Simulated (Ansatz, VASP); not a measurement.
# Ir2Ru: VASP beside Ansatz

```
Ru Ir
1.0
     2.74177    0.00000    0.00000
    -1.37088    2.37444    0.00000
     0.00000    0.00000   13.15829
Ru Ir
2 4
Direct
  0.33333 0.66667 0.25000
  0.66667 0.33333 0.75000
  0.33333 0.66667 0.91411
  0.33333 0.66667 0.58589
  0.66667 0.33333 0.08589
  0.66667 0.33333 0.41411
```

Alike in both runs: functional PBE; k mesh 18 × 18 × 4; occupations gaussian, width 0.1 eV; no spin polarisation.

Ansatz relaxed the structure, and its values are those at the end. VASP's run is a single point on that final structure, the one shown.

|  | VASP | Ansatz |
| --- | --- | --- |
| version | VASP 6.6.1 | Ansatz 0.2.0 |
| potentials or method | VASP PAW PBE potentials, release 64 (Ru_pv, Ir), cutoff 520 eV | scalar-relativistic, plane waves, PAW |
| valence electrons in the cell | 64 | 100 |

```tsv
	VASP	Ansatz	Ansatz less VASP
gap on the k mesh at the Fermi level (eV)	none	none	-
pressure (GPa)	0.3	0.0	-0.28
rms of the force components (eV/Å)	0.010	0.000	-0.0100
```

A gap of «none» marks a metal or a gap that the smearing closes. With one functional, cell and mesh, what is left measures potentials, basis and numerics. VASP's potentials hold 64 valence electrons a cell and Ansatz's 100, so a difference there can come from the potentials and not from the codes.

Spin-orbit coupling is off throughout.
